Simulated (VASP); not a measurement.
Set up this calculation in VASP 6.6.1, as the native input.

```
Task                   : single point
Functional             : PBE
Potentials or basis    : VASP PAW PBE potentials, release 64 (Pt, Se)
Cutoff                 : 520 eV
k mesh                 : 8 × 8 × 7
Occupations            : fermi-dirac, width 0.05 eV
Spin                   : no spin polarisation
Dipole correction      : no
Further INCAR settings : ALGO = Normal; EDIFF = 1e-07; NBANDS = 15
```

The structure of PtSe lies in POSCAR:

```
PtSe
1.0
    3.6518389222      0.0000000000      0.0000000000
   -1.8259194562      3.1625852798      0.0000000000
    0.0000000000      0.0000000000      3.5640138548
Pt Se
1 1
Direct
    0.0000000000      0.0000000000      0.0000000000
    0.6666666667      0.3333333333      0.5000000000
```

One way to write it, as run:

INCAR

```
SYSTEM = PtSe
PREC = Accurate
ENCUT = 520
EDIFF = 1E-7
ISMEAR = -1
SIGMA = 0.05
LREAL = .False.
LASPH = .True.
NELM = 100
ALGO = Normal
ISIF = 2
LWAVE = .False.
LCHARG = .False.
GGA = PE
NBANDS = 15
```

KPOINTS

```
Automatic mesh
0
Gamma
  8 8 7
  0 0 0
```

Potentials or basis: VASP PAW PBE potentials, release 64 (Pt, Se).

The run is started by

```console
$ cat potpaw_PBE.64/Pt/POTCAR potpaw_PBE.64/Se/POTCAR > POTCAR
$ mpirun -np 1 vasp_std > vasp.out
```

It gave:

```json
{
 "Pressure": "-8.7 GPa",
 "Band gap on the k mesh": "zero (band 8 reaches 7.00 eV, above the bottom of band 9 at 6.08 eV)"
}
```

Caveat: spin-orbit coupling is left out, which moves the levels of the heavy elements.

Run time: 27 s on 1 thread of Intel(R) Xeon(R) Platinum 8259CL CPU @ 2.50GHz (Skylake/Cascade Lake), with other jobs on the host, peak memory 0.17 GiB.
